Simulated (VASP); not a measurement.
Wanted: the native input for a VASP 6.6.1 run.

```
Task                   : relaxation of cell and atoms
Functional             : PBE
Potentials or basis    : VASP PAW PBE potentials, release 64 (Mg, O)
Cutoff                 : 600 eV
k mesh                 : 15 × 15 × 15
Occupations            : fermi-dirac, width 0.1 eV
Spin                   : no spin polarisation
Target pressure        : 110 GPa
Dipole correction      : no
Further INCAR settings : ALGO = Normal; EDIFF = 1e-07; IBRION = 2; EDIFFG = -0.005; NSW = 60; ISIF = 3
```

The structure of MgO (CsCl type) lies in POSCAR:

```
MgO
1.0
    2.3512979823      0.0000000000      0.0000000000
    0.0000000000      2.3512979823      0.0000000000
    0.0000000000      0.0000000000      2.3512979823
Mg O
1 1
Direct
    0.0000000000      0.0000000000      0.0000000000
    0.5000000000      0.5000000000      0.5000000000
```

The input as run:

INCAR

```
SYSTEM = MgO
PREC = Accurate
ENCUT = 600
EDIFF = 1E-7
ISMEAR = -1
SIGMA = 0.1
LREAL = .False.
LASPH = .True.
NELM = 60
ALGO = Normal
ISIF = 3
LWAVE = .False.
LCHARG = .False.
GGA = PE
IBRION = 2
NSW = 60
EDIFFG = -0.005
PSTRESS = 1100.0
```

KPOINTS

```
Automatic mesh
0
Gamma
  15 15 15
  0 0 0
```

Potentials or basis: VASP PAW PBE potentials, release 64 (Mg, O).

Command:

```console
$ cat potpaw_PBE.64/Mg/POTCAR potpaw_PBE.64/O/POTCAR > POTCAR
$ mpirun -np 1 vasp_std > vasp.out
```

It gave:

```
Relaxed volume                                         : 6.48 Å³/atom
Relaxed cell                                           : a = 2.349 Å, b = 2.349 Å, c = 2.349 Å, α = 90.00°, β = 90.00°, γ = 90.00°
Space group after relaxing (to 0.05 Å)                 : Pm-3m (No. 221)
Energy change on relaxing (the enthalpy is what falls) : +11.2 meV/atom
Ionic steps                                            : 3
Pressure after relaxing                                : 110.0 GPa
Band gap on the k mesh                                 : 6.40 eV, direct
```

Caveat: the cell is relaxed towards a set pressure, so the enthalpy falls and the energy may rise.

Run time: 35 s on 1 thread of AMD EPYC 7R13, on a shared host, peak memory 0.11 GiB.
